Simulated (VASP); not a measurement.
# Sc2GaBiO2 (P-6m2) in VASP: a series of runs

The runs below take Sc2GaBiO2 through single point, relaxation of cell and atoms, with PBE.

Everything below comes from runs of VASP 6.6.1. Logs are shortened: lines on timing, memory, paths and dates and some standing lists are left out, and cuts for length are marked.

### Step 1. The cell of the first run

Symmetry: P-6m2, No. 187, hexagonal system. The conventional cell has a = 4.059 Å, b = 4.059 Å, c = 9.670 Å, α = 90.00°, β = 90.00°, γ = 120.00°. Sc (site symmetry 3m) has 3 O at 2.34 Å and 1 Bi at 3.14 Å within 3.2 Å. Within 3.1 Å of Ga (site symmetry -6m2) lie 3 Bi at 2.34 Å. Within 3.2 Å of Bi (site symmetry -6m2) lie 3 Ga at 2.34 Å and 2 Sc at 3.14 Å. O (site symmetry 3m) has 3 Sc at 2.34 Å within 3.1 Å.

The cell was generated, and may not be a known phase.

### Step 2. Single point, PBE

Contents of INCAR:

```
SYSTEM = Sc2GaBiO2
ALGO = Normal
EDIFF = 1E-7
ENCUT = 520
GGA = PE
ISIF = 2
ISMEAR = 0
LASPH = .TRUE.
LCHARG = .FALSE.
LREAL = .FALSE.
LWAVE = .FALSE.
NBANDS = 40
NELM = 60
PREC = Accurate
SIGMA = 0.15
```

Contents of KPOINTS:

```
k-points
0
G
  3 3 2
  0 0 0
```

Contents of POSCAR:

```
Sc2GaBiO2
1.0
    4.0590471475     -0.0000000029      0.0000000000
   -2.0295235712      3.5152379463      0.0000000000
    0.0000000000      0.0000000000      9.6696707014
Sc Ga Bi O
2 1 1 2
Direct
    0.0000000000      0.0000000000      0.6750142265
    0.0000000000      0.0000000000      0.3249857735
    0.6666666667      0.3333333333      0.0000000000
    0.0000000000      0.0000000000      0.0000000000
    0.3333333333      0.6666666667      0.3229981348
    0.3333333333      0.6666666667      0.6770018652
```

Potentials or basis: VASP PAW PBE potentials, release 64 (Sc_sv, Ga_d, Bi_d, O).

The run is started by

```
$ cat potpaw_PBE.64/Sc_sv/POTCAR potpaw_PBE.64/Ga_d/POTCAR potpaw_PBE.64/Bi_d/POTCAR potpaw_PBE.64/O/POTCAR > POTCAR
$ mpirun -np 1 vasp_std > vasp.out
```

OUTCAR:

```text
SYSTEM = Sc2GaBiO2
   EDIFF = 1E-7
   ENCUT = 520
   GGA = PE
   ISIF = 2
   ISMEAR = 0
   LASPH = .TRUE.
   LREAL = .FALSE.
   NELM = 60
   PREC = Accurate

 ion  position               nearest neighbor table
   1  0.000  0.000  0.675-   6 2.34   6 2.34   6 2.34   4 3.14   2 3.38
   2  0.000  0.000  0.325-   5 2.34   5 2.34   5 2.34   4 3.14   1 3.38
   3  0.667  0.333  0.000-   4 2.34   4 2.34   4 2.34
   4  0.000  0.000  0.000-   3 2.34   3 2.34   3 2.34   1 3.14   2 3.14
   5  0.333  0.667  0.323-   2 2.34   2 2.34   2 2.34
   6  0.333  0.667  0.677-   1 2.34   1 2.34   1 2.34

  LATTYP: Found a hexagonal cell.
 ALAT       =     4.0590471475
 C/A-ratio  =     2.3822513881

  Lattice vectors:

 A1 = (   4.0590471475,  -0.0000000029,   0.0000000000)
 A2 = (  -2.0295235712,   3.5152379463,   0.0000000000)
 A3 = (   0.0000000000,   0.0000000000,   9.6696707014)

Analysis of symmetry for initial positions (statically):
=====================================================================
 Subroutine PRICEL returns:
 Original cell was already a primitive cell.

 Routine SETGRP: Setting up the symmetry group for a
 hexagonal supercell.

 Subroutine GETGRP returns: Found 12 space group operations
 (whereof 12 operations were pure point group operations)
 out of a pool of 24 trial point group operations.

The static configuration has the point symmetry D_3h.

Analysis of symmetry for dynamics (positions and initial velocities):
=====================================================================
 Subroutine PRICEL returns:
 Original cell was already a primitive cell.

 Routine SETGRP: Setting up the symmetry group for a
 hexagonal supercell.

 Subroutine GETGRP returns: Found 12 space group operations
 (whereof 12 operations were pure point group operations)
 out of a pool of 24 trial point group operations.

The dynamic configuration has the point symmetry D_3h.

 Subroutine INISYM returns: Found 12 space group operations
 (whereof 12 operations are pure point group operations),
 and found     1 'primitive' translations

----------------------------------------------------------------------------------------

                                     Primitive cell

  volume of cell :     137.9719

  direct lattice vectors                    reciprocal lattice vectors
     4.059047148 -0.000000003  0.000000000     0.246363238  0.142237882  0.000000000
    -2.029523571  3.515237946  0.000000000     0.000000000  0.284475764  0.000000000
     0.000000000  0.000000000  9.669670701     0.000000000  0.000000000  0.103416138

  length of vectors
     4.059047148  4.059047147  9.669670701     0.284475764  0.284475764  0.103416138

  position of ions in fractional coordinates (direct lattice)
     0.000000000  0.000000000  0.675014226
     0.000000000  0.000000000  0.324985774
     0.666666667  0.333333333  0.000000000
     0.000000000  0.000000000  0.000000000
     0.333333333  0.666666667  0.322998135
     0.333333333  0.666666667  0.677001865

  ion indices of the primitive-cell ions
   primitive index   ion index
                 1           1
                 2           2
                 3           3
                 4           4
                 5           5
                 6           6

----------------------------------------------------------------------------------------

 KPOINTS: k-points

Automatic generation of k-mesh.
 Grid dimensions read from file:
 generate k-points for:    3    3    2

 Generating k-lattice:

  Cartesian coordinates                     Fractional coordinates (reciprocal lattice)
     0.082121079  0.047412627  0.000000000     0.333333333  0.000000000  0.000000000
     0.000000000  0.094825255  0.000000000    -0.000000000  0.333333333  0.000000000
     0.000000000  0.000000000  0.051708069     0.000000000  0.000000000  0.500000000

  Length of vectors
     0.094825255  0.094825255  0.051708069

  Shift w.r.t. Gamma in fractional coordinates (k-lattice)
     0.000000000  0.000000000  0.000000000

 Subroutine IBZKPT returns following result:
 ===========================================

 Found      6 irreducible k-points:

 Following reciprocal coordinates:
            Coordinates               Weight
  0.000000  0.000000  0.000000      1.000000
  0.333333  0.000000  0.000000      6.000000
  0.333333  0.333333  0.000000      2.000000
  0.000000  0.000000  0.500000      1.000000
  0.333333  0.000000  0.500000      6.000000
  0.333333  0.333333  0.500000      2.000000
   k-points           NKPTS =      6   k-points in BZ     NKDIM =      6   number of bands    NBANDS=     40
   number of dos      NEDOS =    301   number of ions     NIONS =      6
   total plane-waves  NPLWV =  64800
   dimension x,y,z NGX =    30 NGY =   30 NGZ =   72
   dimension x,y,z NGXF=    60 NGYF=   60 NGZF=  144
   ions per type =               2   1   1   2
   NGX,Y,Z   is equivalent  to a cutoff of  12.29, 12.29, 12.38 a.u.
   NGXF,Y,Z  is equivalent  to a cutoff of  24.57, 24.57, 24.76 a.u.
 SYSTEM =  Sc2GaBiO2
   PREC   = accura    normal or accurate (medium, high low for compatibility)
   ISTART =      0    job   : 0-new  1-cont  2-samecut
   ICHARG =      2    charge: 1-file 2-atom 10-const
   ISPIN  =      1    spin polarized calculation?
   LNONCOLLINEAR =      F non collinear calculations
   LSORBIT =      F    spin-orbit coupling
   LASPH  =      T    aspherical Exc in radial PAW
   ENCUT  =  520.0 eV  38.22 Ry    6.18 a.u.   7.55  7.55 17.98*2*pi/ulx,y,z
   NELM   =     60;   NELMIN=  2; NELMDL= -5     # of ELM steps
   EDIFF  = 0.1E-06   stopping-criterion for ELM
   LREAL  =      F    real-space projection
   EDIFFG = 0.1E-05   stopping-criterion for IOM
   NSW    =      0    number of steps for IOM
   IBRION =     -1    ionic relax: 0-MD 1-quasi-New 2-CG
   NFREE  =      0    steps in history (QN), initial steepest desc. (CG)
   ISIF   =      2    stress and relaxation
   ISYM   =      2    0-nonsym 1-usesym 2-fastsym
   POTIM  = 0.5000    time-step for ionic-motion
   TEBEG  =    0.0;   TEEND  =   0.0 temperature during run
   PSTRESS=    0.0 pullay stress
   NELECT =      62.0000    total number of electrons
   NUPDOWN=      -1.0000    fix difference up-down
   EMIN   =  10.00;   EMAX   =-10.00  energy-range for DOS
   EFERMI =   0.00;   METHOD = LEGACY
   ISMEAR =     0;   SIGMA  =   0.15  broadening in eV -4-tet -1-fermi 0-gaus
   EFERMI_NEDOS =   21; number of points for ismear=-14 and -15
   IALGO  =     38    algorithm
   IMIX   =      4    mixing-type and parameters
     AMIX     =   0.40;   BMIX     =  1.00
     AMIX_MAG =   1.60;   BMIX_MAG =  1.00
  volume/ion in A,a.u.               =      23.00       155.18
  Fermi-wavevector in a.u.,A,eV,Ry     =   1.253936  2.369595 21.393181  1.572354
  Thomas-Fermi vector in A             =   2.387765
   LORBIT       =      0    0 simple, 1 ext, 2 COOP (PROOUT), +10 PAW based schemes
   GGA     = PE    functional components
   LHFCALC =     F    Hartree Fock is set to
   AEXX    =    0.0000 exact exchange contribution
   IVDW    =     0    specifies the selected vdW correction
   LEPSILON=     F    determine dielectric tensor
   LRPA    =     F    only Hartree local field effects (RPA)
 non-spin polarized calculation
 Gauss-broadening in eV      SIGMA  =   0.15
  energy-cutoff  :      520.00
  volume of cell :      137.97
 maximum number of plane-waves:      3723
 NGX is ok and might be reduce to    30
   NGX = 15   NGY = 15   NGZ = 35

 number of electron      62.0000020 magnetization

 Free energy of the ion-electron system (eV)
  ---------------------------------------------------
  ext. energy  EPLUGINS =         0.00000000
  ---------------------------------------------------
  free energy    TOTEN  =       -34.16114206 eV

  energy without entropy =      -34.11331317  energy(sigma->0) =      -34.13722762

 E-fermi :   4.1774     XC(G=0):  -9.1117

 val. band max:        4.0732197770   @ k =   0.3333   0.3333   0.0000
 cond. band min:       4.1984105984   @ k =   0.3333   0.0000   0.5000
 fundamental gap:      0.1251908214
 Fermi energy:         4.1773535436

 k-point     1 :       0.0000    0.0000    0.0000
  band No.  band energies     occupation
      1     -46.7471      2.00000
      2     -46.7414      2.00000
      3     -25.3241      2.00000
      4     -25.3185      2.00000
      5     -25.3185      2.00000
      6     -25.3126      2.00000
[... 32 lines left out ...]
     39       7.0169      0.00000
     40       7.0270      0.00000

 k-point     2 :       0.3333    0.0000    0.0000
  band No.  band energies     occupation
      1     -46.7453      2.00000
      2     -46.7396      2.00000
      3     -25.3580      2.00000
      4     -25.3514      2.00000
      5     -25.3256      2.00000
      6     -25.3212      2.00000
[... 32 lines left out ...]
     39       6.2624      0.00000
     40       6.3499      0.00000

 k-point     3 :       0.3333    0.3333    0.0000
  band No.  band energies     occupation
      1     -46.7444      2.00000
      2     -46.7386      2.00000
      3     -25.3657      2.00000
      4     -25.3589      2.00000
      5     -25.3413      2.00000
      6     -25.3348      2.00000
[... 32 lines left out ...]
     39       6.1203      0.00000
     40       6.2835      0.00000

 k-point     4 :       0.0000    0.0000    0.5000
  band No.  band energies     occupation
      1     -46.7471      2.00000
      2     -46.7414      2.00000
      3     -25.3224      2.00000
      4     -25.3185      2.00000
      5     -25.3185      2.00000
      6     -25.3126      2.00000
[... 32 lines left out ...]
     39       5.8136      0.00000
     40       7.0049      0.00000

 k-point     5 :       0.3333    0.0000    0.5000
  band No.  band energies     occupation
      1     -46.7453      2.00000
      2     -46.7396      2.00000
      3     -25.3581      2.00000
      4     -25.3514      2.00000
      5     -25.3257      2.00000
      6     -25.3196      2.00000
[... 32 lines left out ...]
     39       6.1150      0.00000
     40       6.2807      0.00000

 k-point     6 :       0.3333    0.3333    0.5000
  band No.  band energies     occupation
      1     -46.7444      2.00000
      2     -46.7387      2.00000
      3     -25.3657      2.00000
      4     -25.3589      2.00000
      5     -25.3413      2.00000
      6     -25.3348      2.00000
[... 32 lines left out ...]
     39       6.0714      0.00000
     40       6.0898      0.00000

------------------------ aborting loop because EDIFF is reached ----------------------------------------

  FORCE on cell =-STRESS in cart. coord.  units (eV):
  Direction    XX          YY          ZZ          XY          YZ          ZX
  --------------------------------------------------------------------------------------
  -------------------------------------------------------------------------------------
  Total        0.1773895      0.1773895      0.4772492      0.0000000     -0.0000000      0.0000000
  in kB        2.0599092      2.0599092      5.5419845      0.0000000     -0.0000000      0.0000000
  external PRESSURE =       3.2206010 kB  Pullay stress =       0.0000000 kB

 VOLUME and BASIS-vectors are now :
 -----------------------------------------------------------------------------
  energy-cutoff  :      520.00
  volume of cell :      137.97
      direct lattice vectors                 reciprocal lattice vectors
     4.059047148 -0.000000003  0.000000000     0.246363238  0.142237882  0.000000000
    -2.029523571  3.515237946  0.000000000     0.000000000  0.284475764  0.000000000
     0.000000000  0.000000000  9.669670701     0.000000000  0.000000000  0.103416138

 POSITION                                       TOTAL-FORCE (eV/Angst)
 -----------------------------------------------------------------------------------
      0.00000      0.00000      6.52717        -0.000000     -0.000000      0.018291
      0.00000      0.00000      3.14251        -0.000000     -0.000000     -0.018291
      2.02952      1.17175      0.00000        -0.000000      0.000000     -0.000000
      0.00000      0.00000      0.00000         0.000000      0.000000     -0.000000
      0.00000      2.34349      3.12329        -0.000000      0.000000      0.014235
      0.00000      2.34349      6.54639        -0.000000     -0.000000     -0.014235
 -----------------------------------------------------------------------------------
    total drift:                                0.000010     -0.000006      0.000000

  FREE ENERGIE OF THE ION-ELECTRON SYSTEM (eV)
  ---------------------------------------------------
  free  energy   TOTEN  =       -34.1611420612 eV

  energy  without entropy=      -34.1133131750  energy(sigma->0) =      -34.13722762
```

It took 63 s on 1 thread of Intel Xeon Platinum 8488C (Sapphire Rapids), shared host; peak memory 0.25 GiB.

Results:

```yaml
Free_energy: -34.1611 eV
Pressure: 0.3 GPa
Largest_force: 0.018 eV/Å
Band_gap_on_the_k_mesh: zero (bands 31 and 32 overlap by 0.60 eV)
```

Forces on the atoms (eV/Å):
```
Sc   0.000  0.000  0.018
Sc   0.000  0.000 -0.018
Ga   0.000  0.000  0.000
Bi   0.000  0.000  0.000
O    0.000  0.000  0.014
O    0.000  0.000 -0.014
```

Stress tensor (GPa, compression positive):
```
0.21 0.00 0.00
0.00 0.21 0.00
0.00 0.00 0.55
```

Levels at points of the mesh, in eV from the Fermi level:
```csv
k point,band 29,band 30,band 31,band 32,band 33,band 34
"(0.00, 0.00, 0.00)",-1.38,-1.38,-0.92,-0.58,1.13,1.13
"(0.00, 0.00, 0.50)",-1.37,-1.37,-0.55,0.08,0.87,1.00
```

Caveat: the k points lie up to 0.60 Å⁻¹ apart, too coarse for converged energies and pressures of a metal; spin-orbit coupling is left out, which moves the levels of the heavy elements.

### Step 3. Relaxation of cell and atoms, PBE

This run uses another cell than the first one, of 20.34 Å³/atom.

Contents of INCAR:

```
PREC     = Accurate       # precision mode
ENCUT    = 600            # plane-wave cutoff, eV
EDIFF    = 1E-6           # SCF threshold, eV
ISMEAR   = 0              # smearing method
SIGMA    = 0.15           # smearing width, eV
LREAL    = False          # projectors in reciprocal space
LASPH    = True           # aspherical terms in the spheres
NELM     = 80             # most SCF steps
ALGO     = Normal         # electronic algorithm
ISIF     = 3              # what is computed and relaxed
LWAVE    = False          # write WAVECAR
LCHARG   = False          # write CHGCAR
GGA      = PE             # functional
IBRION   = 2              # ionic algorithm
NSW      = 36             # ionic steps
EDIFFG   = -0.08          # ionic threshold
```

Contents of KPOINTS:

```
regular mesh
0
Gamma
  3 3 2
```

Contents of POSCAR:

```
Sc2GaBiO2
1.0
    4.0454659700      0.0000000000      0.0000000000
   -2.0227329800      3.5034763000      0.0000000000
    0.0000000000      0.0000000000      8.6113556400
Sc Ga Bi O
2 1 1 2
Direct
    0.0000000000      0.0000000000      0.6965989800
    0.0000000000      0.0000000000      0.3034010200
    0.6666666700      0.3333333300      0.0000000000
    0.0000000000      0.0000000000      0.0000000000
    0.3333333300      0.6666666700      0.4439972600
    0.3333333300      0.6666666700      0.5560027400
```

Potentials or basis: VASP PAW PBE potentials, release 64 (Sc_sv, Ga_d, Bi_d, O).

The run is started by

```
$ cat potpaw_PBE.64/Sc_sv/POTCAR potpaw_PBE.64/Ga_d/POTCAR potpaw_PBE.64/Bi_d/POTCAR potpaw_PBE.64/O/POTCAR > POTCAR
$ mpirun -np 1 vasp_std > vasp.out
```

It took 13 min on 1 thread of Intel Xeon Platinum 8488C (Sapphire Rapids), shared host; peak memory 0.28 GiB.

The run converged. Its results:

```
Free energy                           : -34.1542 eV
Relaxed volume                        : 23.06 Å³/atom
Relaxed cell                          : a = 4.060 Å, b = 4.060 Å, c = 9.688 Å, α = 90.00°, β = 90.00°, γ = 120.00°
Space group after relaxing (to 0.1 Å) : P-6m2 (No. 187)
Energy gained by relaxing             : 2619.5 meV/atom
Ionic steps                           : 20
Pressure after relaxing               : 0.2 GPa
Largest force after relaxing          : 0.054 eV/Å
Band gap on the k mesh                : zero (bands 31 and 32 overlap by 0.63 eV)
```

Forces in eV/Å, atoms in the order of the input:
```
Sc   0.000  0.000 -0.054
Sc   0.000  0.000  0.054
Ga   0.000  0.000  0.000
Bi   0.000  0.000  0.000
O    0.000  0.000 -0.011
O    0.000  0.000  0.011
```

Stress tensor (GPa, compression positive):
```
0.12 0.00 0.00
0.00 0.12 0.00
0.00 0.00 0.40
```

The path:
```csv
step,energy change (eV),largest force (eV/Å),pressure (GPa),volume (Å³)
1,0.0000,66.5953,40.98,122.05
2,-2.2554,0.2232,-4.52,227.92
3,-2.4164,0.7663,-4.82,225.71
4,-2.7788,0.9226,-5.14,222.18
5,-10.4547,3.0625,-5.94,168.89
6,-14.9093,1.4931,-2.10,144.69
7,-15.4264,0.8624,1.72,133.18
8,-15.4403,0.5975,1.02,134.98
9,-15.5856,0.4022,0.80,137.29
10,-15.6168,0.3859,1.11,140.33
11,-15.6247,0.3846,0.96,139.47
12,-15.6441,0.3249,-0.61,142.76
13,-15.6442,0.3226,-0.65,142.88
14,-15.6604,0.2344,-0.51,142.52
15,-15.6828,0.2894,-0.05,141.44
16,-15.6992,0.2423,-0.25,140.84
17,-15.7100,0.0481,-0.61,139.32
18,-15.7121,0.1262,-0.49,139.82
19,-15.7124,0.0243,0.91,136.95
20,-15.7169,0.0540,0.22,138.34
```

Final structure:
```xyz
6
Lattice="4.0604 0.0000 0.0000 -2.0302 3.5165 0.0000 0.0000 0.0000 9.6885" Properties=species:S:1:pos:R:3 pbc="T T T"
Sc    0.0000    0.0000    6.5521
Sc    0.0000    0.0000    3.1364
Ga    2.0302    1.1722    0.0000
Bi    0.0000    0.0000    0.0000
O     0.0000    2.3443    3.1253
O     0.0000    2.3443    6.5632
```

Levels at points of the mesh, in eV from the Fermi level:
```csv
k point,band 28,band 29,band 30,band 31,band 32,band 33,band 34,band 35
"(0.00, 0.00, 0.00)",-2.14,-1.40,-1.40,-0.92,-0.61,1.12,1.12,1.16
"(0.00, 0.00, 0.50)",-2.70,-1.40,-1.40,-0.58,0.09,0.85,0.99,0.99
```

Caveat: the k points lie up to 0.60 Å⁻¹ apart in the final cell, too coarse for converged energies and pressures of a metal; the standard files for N, O and F lose accuracy on very short bonds; spin-orbit coupling is left out, which moves the levels of the heavy elements; the relaxation stopped at a loose force limit of 0.08 eV/Å, so its end isn't a converged minimum.

The gap in the log of VASP goes by the Fermi energy; the results here count the filled bands.